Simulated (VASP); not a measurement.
# La3LuO2 (P4mm) in VASP: notebook

The runs below take La3LuO2 through relaxation of cell and atoms, single point, with PBE.

Everything below comes from runs of VASP 6.6.1. Logs are shortened: lines on timing, memory, paths and dates and some standing lists are left out, and cuts for length are marked.

## Step 1: The cell of the first run

Symmetry: P4mm, No. 99, tetragonal system. Conventional cell: a = 3.771 Å, b = 3.771 Å, c = 8.208 Å, α = 90.00°, β = 90.00°, γ = 90.00°. Within 3.8 Å of La (site symmetry 2mm) lie 10 La at 2.67 to 3.77 Å and 4 O at 2.87 to 2.90 Å and 2 Lu at 3.61 Å. Within 3.8 Å of La (site symmetry 4mm) lie 5 O at 2.82 to 2.91 Å and 4 Lu at 3.34 Å and 8 La at 3.65 to 3.77 Å. Within 3.8 Å of Lu (site symmetry 4mm) lie 5 O at 2.82 to 2.93 Å and 8 La at 3.34 to 3.61 Å and 4 Lu at 3.77 Å. Within 3.8 Å of O (site symmetry 4mm) lie 8 La at 2.82 to 2.90 Å and 1 Lu at 2.93 Å and 4 O at 3.77 Å. Within 3.8 Å of O (site symmetry 4mm) lie 4 Lu at 2.82 Å and 5 La at 2.87 to 2.91 Å and 4 O at 3.77 Å.

The cell was generated, and may not be a known phase.

## Step 2: Relaxation of cell and atoms, PBE

INCAR

```
SYSTEM = La3LuO2
PREC     = Accurate       ! precision mode
ENCUT    = 600            ! plane-wave cutoff, eV
EDIFF    = 1E-6           ! SCF threshold, eV
ISMEAR   = 0              ! smearing method
SIGMA    = 0.1            ! smearing width, eV
LREAL    = .False.        ! projectors in reciprocal space
LASPH    = .True.         ! aspherical terms in the spheres
NELM     = 60             ! most SCF steps
ALGO     = Normal         ! electronic algorithm
ISIF     = 3              ! what is computed and relaxed
LWAVE    = .False.        ! write WAVECAR
LCHARG   = .False.        ! write CHGCAR
GGA      = PE             ! functional
IBRION   = 2              ! ionic algorithm
NSW      = 90             ! ionic steps
EDIFFG   = -0.04          ! ionic threshold
```

KPOINTS

```
regular mesh
0
Gamma
  4 4 2
  0 0 0
```

POSCAR

```
La3LuO2
1.0
    3.7712559200      0.0000000000      0.0000000000
    0.0000000000      3.7712559200      0.0000000000
    0.0000000000      0.0000000000      8.2078286800
La Lu O
3 1 2
Direct
    0.5000000000      0.0000000000      0.9983087800
    0.0000000000      0.5000000000      0.9983087800
    0.0000000000      0.0000000000      0.3792572600
    0.5000000000      0.5000000000      0.6236239100
    0.5000000000      0.5000000000      0.2665635600
    0.0000000000      0.0000000000      0.7339377400
```

Potentials or basis: VASP PAW PBE potentials, release 64 (La, Lu, O).

Run with:

```sh
$ cat potpaw_PBE.64/La/POTCAR potpaw_PBE.64/Lu/POTCAR potpaw_PBE.64/O/POTCAR > POTCAR
$ mpirun -np 1 vasp_std > vasp.out
```

OUTCAR:

```text
SYSTEM = La3LuO2
   PREC = Accurate
   ENCUT = 600
   EDIFF = 1E-6
   ISMEAR = 0
   LREAL = .False.
   LASPH = .True.
   NELM = 60
   ISIF = 3
   GGA = PE
   IBRION = 2
   NSW = 90
   EDIFFG = -0.04

 ion  position               nearest neighbor table
   1  0.500  0.000  0.998-   2 2.67   2 2.67   2 2.67   2 2.67   4 3.61   4 3.61   3 3.65   3 3.65

   2  0.000  0.500  0.998-   1 2.67   1 2.67   1 2.67   1 2.67   4 3.61   4 3.61   3 3.65   3 3.65

   3  0.000  0.000  0.379-   5 2.82   5 2.82   5 2.82   5 2.82   4 3.34   4 3.34   4 3.34   4 3.34
                             2 3.65   1 3.65   2 3.65   1 3.65
   4  0.500  0.500  0.624-   6 2.82   6 2.82   6 2.82   6 2.82   3 3.34   3 3.34   3 3.34   3 3.34
                             1 3.61   1 3.61   2 3.61   2 3.61
   5  0.500  0.500  0.267-   3 2.82   3 2.82   3 2.82   3 2.82
   6  0.000  0.000  0.734-   4 2.82   4 2.82   4 2.82   4 2.82

  LATTYP: Found a simple tetragonal cell.
 ALAT       =     3.7712559200
 C/A-ratio  =     2.1764178444

  Lattice vectors:

 A1 = (   3.7712559200,   0.0000000000,   0.0000000000)
 A2 = (   0.0000000000,   3.7712559200,   0.0000000000)
 A3 = (   0.0000000000,   0.0000000000,   8.2078286800)

Analysis of symmetry for initial positions (statically):
=====================================================================
 Subroutine PRICEL returns:
 Original cell was already a primitive cell.

 Routine SETGRP: Setting up the symmetry group for a
 simple tetragonal supercell.

 Subroutine GETGRP returns: Found  8 space group operations
 (whereof  8 operations were pure point group operations)
 out of a pool of 16 trial point group operations.

The static configuration has the point symmetry C_4v.

Analysis of symmetry for dynamics (positions and initial velocities):
=====================================================================
 Subroutine PRICEL returns:
 Original cell was already a primitive cell.

 Routine SETGRP: Setting up the symmetry group for a
 simple tetragonal supercell.

 Subroutine GETGRP returns: Found  8 space group operations
 (whereof  8 operations were pure point group operations)
 out of a pool of 16 trial point group operations.

The dynamic configuration has the point symmetry C_4v.

 Subroutine INISYM returns: Found  8 space group operations
 (whereof  8 operations are pure point group operations),
 and found     1 'primitive' translations

----------------------------------------------------------------------------------------

                                     Primitive cell

  volume of cell :     116.7348

  direct lattice vectors                    reciprocal lattice vectors
     3.771255920  0.000000000  0.000000000     0.265163654  0.000000000  0.000000000
     0.000000000  3.771255920  0.000000000     0.000000000  0.265163654  0.000000000
     0.000000000  0.000000000  8.207828680     0.000000000  0.000000000  0.121834902

  length of vectors
     3.771255920  3.771255920  8.207828680     0.265163654  0.265163654  0.121834902

  position of ions in fractional coordinates (direct lattice)
     0.500000000  0.000000000  0.998308780
     0.000000000  0.500000000  0.998308780
     0.000000000  0.000000000  0.379257260
     0.500000000  0.500000000  0.623623910
     0.500000000  0.500000000  0.266563560
     0.000000000  0.000000000  0.733937740

  ion indices of the primitive-cell ions
   primitive index   ion index
                 1           1
                 2           2
                 3           3
                 4           4
                 5           5
                 6           6

----------------------------------------------------------------------------------------

 KPOINTS: regular mesh

Automatic generation of k-mesh.
 Grid dimensions read from file:
 generate k-points for:    4    4    2

 Generating k-lattice:

  Cartesian coordinates                     Fractional coordinates (reciprocal lattice)
     0.066290914  0.000000000  0.000000000     0.250000000  0.000000000  0.000000000
     0.000000000  0.066290914  0.000000000     0.000000000  0.250000000  0.000000000
     0.000000000  0.000000000  0.060917451     0.000000000  0.000000000  0.500000000

  Length of vectors
     0.066290914  0.066290914  0.060917451

  Shift w.r.t. Gamma in fractional coordinates (k-lattice)
     0.000000000  0.000000000  0.000000000

 Subroutine IBZKPT returns following result:
 ===========================================

 Found     12 irreducible k-points:

 Following reciprocal coordinates:
            Coordinates               Weight
  0.000000  0.000000  0.000000      1.000000
  0.250000  0.000000  0.000000      4.000000
  0.500000  0.000000  0.000000      2.000000
  0.250000  0.250000  0.000000      4.000000
  0.500000  0.250000  0.000000      4.000000
  0.500000  0.500000  0.000000      1.000000
  0.000000  0.000000  0.500000      1.000000
  0.250000  0.000000  0.500000      4.000000
  0.500000  0.000000  0.500000      2.000000
  0.250000  0.250000  0.500000      4.000000
  0.500000  0.250000  0.500000      4.000000
  0.500000  0.500000  0.500000      1.000000
   k-points           NKPTS =     12   k-points in BZ     NKDIM =     12   number of bands    NBANDS=     42
   number of dos      NEDOS =    301   number of ions     NIONS =      6
   total plane-waves  NPLWV =  63000
   dimension x,y,z NGX =    30 NGY =   30 NGZ =   70
   dimension x,y,z NGXF=    60 NGYF=   60 NGZF=  140
   ions per type =               3   1   2
   NGX,Y,Z   is equivalent  to a cutoff of  13.22, 13.22, 14.18 a.u.
   NGXF,Y,Z  is equivalent  to a cutoff of  26.45, 26.45, 28.36 a.u.
 SYSTEM =  La3LuO2
   PREC   = accura    normal or accurate (medium, high low for compatibility)
   ISTART =      0    job   : 0-new  1-cont  2-samecut
   ICHARG =      2    charge: 1-file 2-atom 10-const
   ISPIN  =      1    spin polarized calculation?
   LNONCOLLINEAR =      F non collinear calculations
   LSORBIT =      F    spin-orbit coupling
   LASPH  =      T    aspherical Exc in radial PAW
   ENCUT  =  600.0 eV  44.10 Ry    6.64 a.u.   7.53  7.53 16.39*2*pi/ulx,y,z
   NELM   =     60;   NELMIN=  2; NELMDL= -5     # of ELM steps
   EDIFF  = 0.1E-05   stopping-criterion for ELM
   LREAL  =      F    real-space projection
   EDIFFG = -.4E-01   stopping-criterion for IOM
   NSW    =     90    number of steps for IOM
   IBRION =      2    ionic relax: 0-MD 1-quasi-New 2-CG
   NFREE  =      1    steps in history (QN), initial steepest desc. (CG)
   ISIF   =      3    stress and relaxation
   ISYM   =      2    0-nonsym 1-usesym 2-fastsym
   POTIM  = 0.5000    time-step for ionic-motion
   TEBEG  =    0.0;   TEEND  =   0.0 temperature during run
   PSTRESS=    0.0 pullay stress
   NELECT =      70.0000    total number of electrons
   NUPDOWN=      -1.0000    fix difference up-down
   EMIN   =  10.00;   EMAX   =-10.00  energy-range for DOS
   EFERMI =   0.00;   METHOD = LEGACY
   ISMEAR =     0;   SIGMA  =   0.10  broadening in eV -4-tet -1-fermi 0-gaus
   EFERMI_NEDOS =   21; number of points for ismear=-14 and -15
   IALGO  =     38    algorithm
   IMIX   =      4    mixing-type and parameters
     AMIX     =   0.40;   BMIX     =  1.00
     AMIX_MAG =   1.60;   BMIX_MAG =  1.00
  volume/ion in A,a.u.               =      19.46       131.29
  Fermi-wavevector in a.u.,A,eV,Ry     =   1.380514  2.608793 25.930232  1.905818
  Thomas-Fermi vector in A             =   2.505384
   LORBIT       =      0    0 simple, 1 ext, 2 COOP (PROOUT), +10 PAW based schemes
   GGA     = PE    functional components
   LHFCALC =     F    Hartree Fock is set to
   AEXX    =    0.0000 exact exchange contribution
   IVDW    =     0    specifies the selected vdW correction
   LEPSILON=     F    determine dielectric tensor
   LRPA    =     F    only Hartree local field effects (RPA)
 conjugate gradient relaxation of ions
 non-spin polarized calculation
 Gauss-broadening in eV      SIGMA  =   0.10
  energy-cutoff  :      600.00
  volume of cell :      116.73
 maximum number of plane-waves:      3928
   NGX = 15   NGY = 15   NGZ = 33

--------------------------------------- Ionic step        1  -------------------------------------------

 number of electron      70.0000003 magnetization

 Free energy of the ion-electron system (eV)
  ---------------------------------------------------
  ext. energy  EPLUGINS =         0.00000000
  ---------------------------------------------------
  free energy    TOTEN  =       -32.85826328 eV

  energy without entropy =      -32.80858465  energy(sigma->0) =      -32.83342396

------------------------ aborting loop because EDIFF is reached ----------------------------------------

  FORCE on cell =-STRESS in cart. coord.  units (eV):
  Direction    XX          YY          ZZ          XY          YZ          ZX
  --------------------------------------------------------------------------------------
  -------------------------------------------------------------------------------------
  Total       11.6077611     11.6077611      0.4884292      0.0000000      0.0000000      0.0000000
  in kB      159.3157647    159.3157647      6.7036583      0.0000000      0.0000000      0.0000000
  external PRESSURE =     108.4450626 kB  Pullay stress =       0.0000000 kB
[... 101 lines left out ...]
  FREE ENERGIE OF THE ION-ELECTRON SYSTEM (eV)
  ---------------------------------------------------
  free  energy   TOTEN  =       -33.6505527213 eV

  energy  without entropy=      -33.6022004922  energy(sigma->0) =      -33.62637661

 E-fermi :   6.7507     XC(G=0):  -9.8813

 val. band max:        6.7484960079   @ k =   0.5000   0.2500   0.0000
 cond. band min:       6.7667064373   @ k =   0.2500   0.2500   0.5000
 fundamental gap:      0.0182104293
 Fermi energy:         6.7507108185

 k-point     1 :       0.0000    0.0000    0.0000
  band No.  band energies     occupation
      1     -49.9272      2.00000
      2     -26.3591      2.00000
      3     -26.2178      2.00000
      4     -26.1173      2.00000
      5     -20.6496      2.00000
      6     -20.5808      2.00000
[... 529 lines left out ...]
     41       7.9736      0.00000
     42       8.1729      0.00000

[... ionic steps 4 to 34 ...]

--------------------------------------- Ionic step       35  -------------------------------------------

 number of electron      70.0000029 magnetization

------------------------ aborting loop because EDIFF is reached ----------------------------------------

  FORCE on cell =-STRESS in cart. coord.  units (eV):
  Direction    XX          YY          ZZ          XY          YZ          ZX
  --------------------------------------------------------------------------------------
  -------------------------------------------------------------------------------------
  Total        0.0181769      0.0181769      0.1011388      0.0000000      0.0000000      0.0000000
  in kB        0.2244788      0.2244788      1.2490299      0.0000000      0.0000000      0.0000000
  external PRESSURE =       0.5659959 kB  Pullay stress =       0.0000000 kB
[... 65 lines left out ...]
  energy  without entropy=      -39.6025457983  energy(sigma->0) =      -39.61294512

--------------------------------------- Ionic step       37  -------------------------------------------

 number of electron      70.0000027 magnetization

 Free energy of the ion-electron system (eV)
  ---------------------------------------------------
  ext. energy  EPLUGINS =         0.00000000
  ---------------------------------------------------
  free energy    TOTEN  =       -39.62335567 eV

  energy without entropy =      -39.60258113  energy(sigma->0) =      -39.61296840

 E-fermi :   8.4211     XC(G=0): -10.7314

 val. band max:        8.3616114634   @ k =   0.5000   0.2500   0.0000
 cond. band min:       8.4245806478   @ k =   0.5000   0.0000   0.0000
 fundamental gap:      0.0629691844
 Fermi energy:         8.4211470352

 k-point     1 :       0.0000    0.0000    0.0000
  band No.  band energies     occupation
      1     -48.1118      2.00000
      2     -24.3487      2.00000
      3     -24.0552      2.00000
      4     -23.8006      2.00000
      5     -18.8307      2.00000
      6     -18.7973      2.00000
[... 562 lines left out ...]
  FREE ENERGIE OF THE ION-ELECTRON SYSTEM (eV)
  ---------------------------------------------------
  free  energy   TOTEN  =       -39.6233556719 eV

  energy  without entropy=      -39.6025811252  energy(sigma->0) =      -39.61296840

 reached required accuracy - stopping structural energy minimisation
```

Wall time 55 min (1 thread of Intel Xeon Platinum 8488C (Sapphire Rapids), shared host); peak memory 0.29 GiB.

What came out:

- Free energy: -39.6234 eV
- Relaxed volume: 21.64 Å³/atom
- Relaxed cell: a = 5.181 Å, b = 5.181 Å, c = 4.837 Å, α = 90.00°, β = 90.00°, γ = 90.00°
- Space group after relaxing (to 0.1 Å): P4/mmm (No. 123)
- Energy gained by relaxing: 1127.5 meV/atom
- Ionic steps: 37
- Pressure after relaxing: -0.1 GPa
- Largest force after relaxing: 0.036 eV/Å
- Band gap on the k mesh: zero (bands 35 and 36 overlap by 2.19 eV)

Forces in eV/Å, atoms in the order of the input:
```
La   0.000  0.000 -0.005
La   0.000  0.000 -0.005
La   0.000  0.000  0.030
Lu   0.000  0.000  0.000
O    0.000  0.000  0.015
O    0.000  0.000 -0.036
```

Stress tensor (GPa, compression positive):
```
-0.04  0.00  0.00
 0.00 -0.04  0.00
 0.00  0.00 -0.15
```

Step by step:
| step | energy change (eV) | largest force (eV/Å) | pressure (GPa) | volume (Å³) |
| --- | --- | --- | --- | --- |
| 1 | 0.0000 | 1.3032 | 10.84 | 116.73 |
| 2 | -0.7490 | 0.6406 | -3.54 | 140.09 |
| 3 | -0.7923 | 0.5290 | -1.43 | 134.51 |
| 4 | -0.8994 | 0.6195 | -0.25 | 131.94 |
| 5 | -0.9989 | 1.3396 | 3.58 | 125.73 |
| 6 | -1.0378 | 1.4780 | 3.38 | 125.86 |
| 7 | -1.1500 | 1.8561 | 3.44 | 126.13 |
| 8 | -1.3688 | 2.6701 | 4.00 | 126.11 |
| 9 | -1.5864 | 3.7446 | 6.64 | 123.65 |
| 10 | -1.7182 | 3.5005 | 6.02 | 124.91 |
| 11 | -2.0948 | 2.2638 | 4.95 | 128.47 |
| 12 | -1.9013 | 9.3091 | 6.30 | 134.47 |
| 13 | -2.2114 | 3.8904 | 4.54 | 130.78 |
| 14 | -2.2162 | 4.9376 | 4.69 | 131.80 |
| 15 | -2.4862 | 5.0238 | 2.38 | 136.24 |
| 16 | -2.7097 | 5.2853 | -3.06 | 148.14 |
| 17 | -3.1878 | 2.8400 | -5.66 | 149.48 |
| 18 | -3.5431 | 2.1772 | -8.18 | 151.36 |
| 19 | -3.9141 | 2.4728 | -11.36 | 155.15 |
| 20 | -4.8816 | 2.1414 | -7.77 | 144.96 |
| 21 | -5.7648 | 2.0483 | 5.62 | 124.12 |
| 22 | -5.7728 | 2.0221 | 4.62 | 125.43 |
| 23 | -6.0770 | 1.7455 | 4.54 | 125.34 |
| 24 | -6.5587 | 0.9807 | 4.45 | 125.10 |
| 25 | -6.6099 | 0.8317 | 4.48 | 124.99 |
| 26 | -6.7115 | 0.3981 | -1.76 | 132.71 |
| 27 | -6.7174 | 0.4684 | -0.81 | 131.17 |
| 28 | -6.7173 | 0.4767 | -0.59 | 131.00 |
| 29 | -6.7363 | 0.3281 | -0.27 | 130.49 |
| 30 | -6.7537 | 0.1909 | 0.48 | 129.40 |
| 31 | -6.7613 | 0.1263 | -0.30 | 130.27 |
| 32 | -6.7614 | 0.1217 | -0.40 | 130.42 |
| 33 | -6.7638 | 0.0971 | 0.12 | 129.69 |
| 34 | -6.7638 | 0.0950 | 0.05 | 129.68 |
| 35 | -6.7645 | 0.0705 | 0.06 | 129.73 |
| 36 | -6.7651 | 0.0401 | -0.07 | 129.86 |
| 37 | -6.7651 | 0.0363 | -0.08 | 129.84 |

Final structure:
```xyz
6
Lattice="5.1812 0.0000 0.0000 0.0000 5.1812 0.0000 0.0000 0.0000 4.8368" Properties=species:S:1:pos:R:3 pbc="T T T"
La    2.5906    0.0000    0.0002
La    0.0000    2.5906    0.0002
La    0.0000    0.0000    2.4177
Lu    2.5906    2.5906    2.4191
O     2.5906    2.5906    4.8322
O     0.0000    0.0000    0.0042
```

Levels at points of the mesh, in eV from the Fermi level:
```
           k point  band 31  band 32  band 33  band 34  band 35  band 36  band 37  band 38  band 39  band 40
(0.00, 0.00, 0.00)    -3.73    -3.53    -2.09    -1.87    -1.64    -1.64     1.27     1.27     1.64     1.82
(0.50, 0.00, 0.00)    -3.58    -2.00    -1.94    -0.73    -0.57     0.00     0.51     0.69     0.71     0.76
(0.50, 0.50, 0.00)    -3.65    -1.67    -0.44    -0.44    -0.11     0.52     0.52     1.04     1.17     1.67
(0.00, 0.00, 0.50)    -3.97    -2.03    -0.84    -0.49    -0.43    -0.15    -0.15     1.23     1.23     1.44
(0.50, 0.00, 0.50)    -4.19    -0.94    -0.78    -0.50     0.34     0.57     0.60     0.90     1.01     1.08
(0.50, 0.50, 0.50)    -5.19    -2.09    -1.23     0.39     0.39     0.91     1.05     1.43     1.43     1.73
```

Caveat: the k points lie up to 0.65 Å⁻¹ apart in the final cell, too coarse for converged energies and pressures of a metal; a cell axis changed by over 15 % at a fixed basis, so the end point is rough; spin-orbit coupling is left out, which moves the levels of the heavy elements.

(Continued in part 2 of 2.)

The gap in the log of VASP goes by the Fermi energy; the results here count the filled bands.